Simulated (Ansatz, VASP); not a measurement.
**Two plane-wave programs on Mg5Te3**

```
Mg Te
1.0
     4.13925    0.00000    0.00000
    -2.06963    3.58470    0.00000
     0.00000    0.00000   15.13162
Mg Te
5 3
Direct
  0.66667 0.33333 0.65453
  0.00000 0.00000 0.50000
  0.33333 0.66667 0.34547
  0.33333 0.66667 0.11503
  0.66667 0.33333 0.88497
  0.33333 0.66667 0.76843
  0.66667 0.33333 0.23157
  0.00000 0.00000 0.00000
```

Alike in both runs: functional PBE; k mesh 12 × 12 × 2; occupations gaussian, width 0.1 eV; no spin polarisation.

Ansatz relaxed the structure, and its values are those at the end. VASP's run is a single point on that final structure, the one shown.

```csv
,VASP,Ansatz
version,VASP 6.6.1,Ansatz 0.2.0
potentials or method,"VASP PAW PBE potentials, release 64 (Mg, Te), cutoff 520 eV","scalar-relativistic, plane waves, PAW"
valence electrons in the cell,28,98
```

|  | VASP | Ansatz | Ansatz less VASP |
| --- | --- | --- | --- |
| gap on the k mesh at the Fermi level (eV) | none | none | - |
| pressure (GPa) | -0.1 | 0.0 | +0.05 |

A gap of «none» marks a metal or a gap that the smearing closes. VASP's potentials hold 28 valence electrons a cell and Ansatz's 98, so a difference there can come from the potentials and not from the codes.

Neither program's run includes spin-orbit coupling.
